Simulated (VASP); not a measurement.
# Ta2Sn3 (P4/mbm) in VASP: single point with PBE

Aim: the single point of Ta2Sn3 with PBE.

All numbers are computed with VASP 6.6.1; they aren't measurements. Logs are shortened: lines on timing, memory, paths and dates and some standing lists are left out, and cuts for length are marked.

## Step 1: The cell of the first run

It takes space group P4/mbm (No. 127, tetragonal). Conventional cell: a = 7.435 Å, b = 7.435 Å, c = 3.956 Å, α = 90.00°, β = 90.00°, γ = 90.00°. Within 3.8 Å of Ta (site symmetry m2m) lie 8 Sn at 2.87 to 2.95 Å and 1 Ta at 2.94 Å. Within 4.0 Å of Sn (site symmetry m2m) lie 6 Ta at 2.93 to 2.95 Å and 11 Sn at 3.26 to 3.98 Å. Sn (site symmetry 4/m) has 4 Ta at 2.87 Å and 8 Sn at 3.44 Å within 3.8 Å.

## Step 2: Single point, PBE

The input, INCAR:

```
SYSTEM = Ta2Sn3
  ALGO = Fast
  EDIFF = 1E-6
  ENCUT = 520
  GGA = PE
  ISIF = 2
  ISMEAR = 0
  LASPH = .TRUE.
  LCHARG = .TRUE.
  LELF = .TRUE.
  LREAL = .FALSE.
  LVHAR = .TRUE.
  LWAVE = .FALSE.
  NBANDS = 75
  NELM = 100
  PREC = Accurate
  SIGMA = 0.1
```

The input, KPOINTS:

```
k-points
0
G
  4 4 8
  0 0 0
```

The input, POSCAR:

```
Ta2Sn3
1.0
    7.4345516539      0.0000000000      0.0000000000
    0.0000000000      7.4345516539      0.0000000000
    0.0000000000      0.0000000000      3.9558743259
Ta Sn
4 6
Direct
    0.3603503041      0.8603503041      0.0000000000
    0.6396496959      0.1396496959      0.0000000000
    0.1396496959      0.3603503041      0.0000000000
    0.8603503041      0.6396496959      0.0000000000
    0.8448838255      0.3448838255      0.5000000000
    0.1551161745      0.6551161745      0.5000000000
    0.3448838255      0.1551161745      0.5000000000
    0.6551161745      0.8448838255      0.5000000000
    0.0000000000      0.0000000000      0.0000000000
    0.5000000000      0.5000000000      0.0000000000
```

Potentials or basis: VASP PAW PBE potentials, release 64 (Ta_pv, Sn_d).

The run is started by

```sh
$ cat potpaw_PBE.64/Ta_pv/POTCAR potpaw_PBE.64/Sn_d/POTCAR > POTCAR
$ mpirun -np 1 vasp_std > vasp.out
```

OUTCAR:

```text
SYSTEM = Ta2Sn3
   EDIFF = 1E-6
   ENCUT = 520
   GGA = PE
   ISIF = 2
   ISMEAR = 0
   LASPH = .TRUE.
   LREAL = .FALSE.
   NELM = 100
   PREC = Accurate

 ion  position               nearest neighbor table
   1  0.360  0.860  0.000-   9 2.87  10 2.87   6 2.93   6 2.93   2 2.94   8 2.95   7 2.95   7 2.95
                             8 2.95
   2  0.640  0.140  0.000-   9 2.87  10 2.87   5 2.93   5 2.93   1 2.94   8 2.95   7 2.95   7 2.95
                             8 2.95
   3  0.140  0.360  0.000-   9 2.87  10 2.87   7 2.93   7 2.93   4 2.94   5 2.95   5 2.95   6 2.95
                             6 2.95
   4  0.860  0.640  0.000-   9 2.87  10 2.87   8 2.93   8 2.93   3 2.94   5 2.95   5 2.95   6 2.95
                             6 2.95
   5  0.845  0.345  0.500-   2 2.93   2 2.93   4 2.95   3 2.95   3 2.95   4 2.95   6 3.26  10 3.44
                             9 3.44   9 3.44  10 3.44
   6  0.155  0.655  0.500-   1 2.93   1 2.93   4 2.95   3 2.95   3 2.95   4 2.95   5 3.26  10 3.44
                             9 3.44   9 3.44  10 3.44
   7  0.345  0.155  0.500-   3 2.93   3 2.93   1 2.95   1 2.95   2 2.95   2 2.95   8 3.26  10 3.44
                             9 3.44   9 3.44  10 3.44
   8  0.655  0.845  0.500-   4 2.93   4 2.93   1 2.95   1 2.95   2 2.95   2 2.95   7 3.26  10 3.44
                             9 3.44   9 3.44  10 3.44
   9  0.000  0.000  0.000-   1 2.87   2 2.87   3 2.87   4 2.87   5 3.44   6 3.44   7 3.44   8 3.44
                             5 3.44   6 3.44   7 3.44   8 3.44
  10  0.500  0.500  0.000-   1 2.87   2 2.87   3 2.87   4 2.87   5 3.44   6 3.44   7 3.44   8 3.44
                             5 3.44   6 3.44   7 3.44   8 3.44

  LATTYP: Found a simple tetragonal cell.
 ALAT       =     7.4345516539
 C/A-ratio  =     0.5320931927

  Lattice vectors:

 A1 = (   7.4345516539,   0.0000000000,   0.0000000000)
 A2 = (   0.0000000000,   7.4345516539,   0.0000000000)
 A3 = (   0.0000000000,   0.0000000000,   3.9558743259)

Analysis of symmetry for initial positions (statically):
=====================================================================
 Subroutine PRICEL returns:
 Original cell was already a primitive cell.

 Routine SETGRP: Setting up the symmetry group for a
 simple tetragonal supercell.

 Subroutine GETGRP returns: Found 16 space group operations
 (whereof  8 operations were pure point group operations)
 out of a pool of 16 trial point group operations.

The static configuration has the point symmetry C_4h.
 The point group associated with its full space group is D_4h.

Analysis of symmetry for dynamics (positions and initial velocities):
=====================================================================
 Subroutine PRICEL returns:
 Original cell was already a primitive cell.

[... 140 lines left out ...]
   EFERMI_NEDOS =   21; number of points for ismear=-14 and -15
   IALGO  =     68    algorithm
   IMIX   =      4    mixing-type and parameters
     AMIX     =   0.40;   BMIX     =  1.00
     AMIX_MAG =   1.60;   BMIX_MAG =  1.00
  volume/ion in A,a.u.               =      21.87       147.55
  Fermi-wavevector in a.u.,A,eV,Ry     =   1.369496  2.587972 25.517993  1.875520
  Thomas-Fermi vector in A             =   2.495366
   LORBIT       =      0    0 simple, 1 ext, 2 COOP (PROOUT), +10 PAW based schemes
   GGA     = PE    functional components
   LHFCALC =     F    Hartree Fock is set to
   AEXX    =    0.0000 exact exchange contribution
   IVDW    =     0    specifies the selected vdW correction
   LEPSILON=     F    determine dielectric tensor
   LRPA    =     F    only Hartree local field effects (RPA)
 non-spin polarized calculation
 RMM-DIIS sequential band-by-band and
 Gauss-broadening in eV      SIGMA  =   0.10
  energy-cutoff  :      520.00
  volume of cell :      218.65
 maximum number of plane-waves:      5952
 NGX is ok and might be reduce to    56
   NGX = 27   NGY = 27   NGZ = 15

 number of electron     127.9999999 magnetization

 Free energy of the ion-electron system (eV)
  ---------------------------------------------------
  ext. energy  EPLUGINS =         0.00000000
  ---------------------------------------------------
  free energy    TOTEN  =       -68.30631517 eV

  energy without entropy =      -68.28706107  energy(sigma->0) =      -68.29668812

 E-fermi :   8.3380     XC(G=0): -11.4413

 val. band max:        8.3263975972   @ k =   0.5000   0.0000   0.1250
 cond. band min:       8.3544342000   @ k =   0.0000   0.0000   0.5000
 fundamental gap:      0.0280366028
 Fermi energy:         8.3380209990

 k-point     1 :       0.0000    0.0000    0.0000
  band No.  band energies     occupation
      1     -26.5591      2.00000
      2     -26.5402      2.00000
      3     -26.5383      2.00000
      4     -26.5383      2.00000
      5     -26.5140      2.00000
      6     -26.4985      2.00000
[... 1861 lines left out ...]
     74      11.0969      0.00000
     75      11.2410      0.00000

 [... further k-points ...]

------------------------ aborting loop because EDIFF is reached ----------------------------------------

  FORCE on cell =-STRESS in cart. coord.  units (eV):
  Direction    XX          YY          ZZ          XY          YZ          ZX
  --------------------------------------------------------------------------------------
  -------------------------------------------------------------------------------------
  Total       -0.0056734     -0.0056734      0.0147062      0.0000000      0.0000000      0.0000000
  in kB       -0.0415723     -0.0415723      0.1077603      0.0000000      0.0000000      0.0000000
  external PRESSURE =       0.0082052 kB  Pullay stress =       0.0000000 kB

 VOLUME and BASIS-vectors are now :
 -----------------------------------------------------------------------------
  energy-cutoff  :      520.00
  volume of cell :      218.65
      direct lattice vectors                 reciprocal lattice vectors
     7.434551654  0.000000000  0.000000000     0.134507102  0.000000000  0.000000000
     0.000000000  7.434551654  0.000000000     0.000000000  0.134507102  0.000000000
     0.000000000  0.000000000  3.955874326     0.000000000  0.000000000  0.252788617

 POSITION                                       TOTAL-FORCE (eV/Angst)
 -----------------------------------------------------------------------------------
      2.67904      6.39632      0.00000         0.004145      0.004145      0.000000
      4.75551      1.03823      0.00000        -0.004145     -0.004145      0.000000
      1.03823      2.67904      0.00000        -0.004145      0.004145     -0.000000
      6.39632      4.75551      0.00000         0.004145     -0.004145      0.000000
      6.28133      2.56406      1.97794         0.000314      0.000314     -0.000000
      1.15322      4.87050      1.97794        -0.000314     -0.000314      0.000000
      2.56406      1.15322      1.97794         0.000314     -0.000314     -0.000000
      4.87050      6.28133      1.97794        -0.000314      0.000314      0.000000
      0.00000      0.00000      0.00000         0.000000      0.000000      0.000000
      3.71728      3.71728      0.00000         0.000000      0.000000      0.000000
 -----------------------------------------------------------------------------------
    total drift:                                0.000000      0.000000      0.000000

  FREE ENERGIE OF THE ION-ELECTRON SYSTEM (eV)
  ---------------------------------------------------
  free  energy   TOTEN  =       -68.3063151702 eV

  energy  without entropy=      -68.2870610673  energy(sigma->0) =      -68.29668812
```

stdout:

```text
POSCAR found type information on POSCAR TaSn
 POSCAR found :  2 types and      10 ions
 scaLAPACK will be used
 LDA part: xc-table for (Slater+PW92), standard interpolation
 POSCAR, INCAR and KPOINTS ok, starting setup
 FFT: planning ... GRIDC
 FFT: planning ... GRID_SOFT
 FFT: planning ... GRID
 WAVECAR not read
 entering main loop
WARNING in EDDRMM: call to ZHEGV failed, returncode =   8  4     66
```

Wall time 21 min (1 thread of Oxide Virtual Turin-like, shared host); peak memory 0.49 GiB.

What came out:

```
Free energy            : -68.3063 eV
Pressure               : 0.0 GPa
Largest force          : 0.006 eV/Å
Band gap on the k mesh : zero (bands 64 and 65 overlap by 0.63 eV)
```

Forces in eV/Å, atoms in the order of the input:
```
Ta   0.004  0.004  0.000
Ta  -0.004 -0.004  0.000
Ta  -0.004  0.004  0.000
Ta   0.004 -0.004  0.000
Sn   0.000  0.000  0.000
Sn   0.000  0.000  0.000
Sn   0.000  0.000  0.000
Sn   0.000  0.000  0.000
Sn   0.000  0.000  0.000
Sn   0.000  0.000  0.000
```

Levels at points of the mesh, in eV from the Fermi level:
```
           k point  band 62  band 63  band 64  band 65  band 66  band 67
(0.00, 0.00, 0.00)    -0.80    -0.63    -0.51    -0.25     0.47     0.79
(0.50, 0.00, 0.00)    -0.89     0.25     0.25     0.64     0.64     0.69
(0.50, 0.50, 0.00)    -0.78     0.25     0.25     0.49     0.49     1.20
(0.00, 0.00, 0.50)    -1.16    -0.85     0.02     0.02     0.52     0.60
(0.50, 0.00, 0.50)    -1.37    -0.45    -0.45     0.75     0.75     0.89
(0.50, 0.50, 0.50)    -1.37    -1.26    -1.26     1.07     1.07     1.17
```

Caveat: spin-orbit coupling is left out, which moves the levels of the heavy elements.

The gap in the log of VASP goes by the Fermi energy; the results here count the filled bands.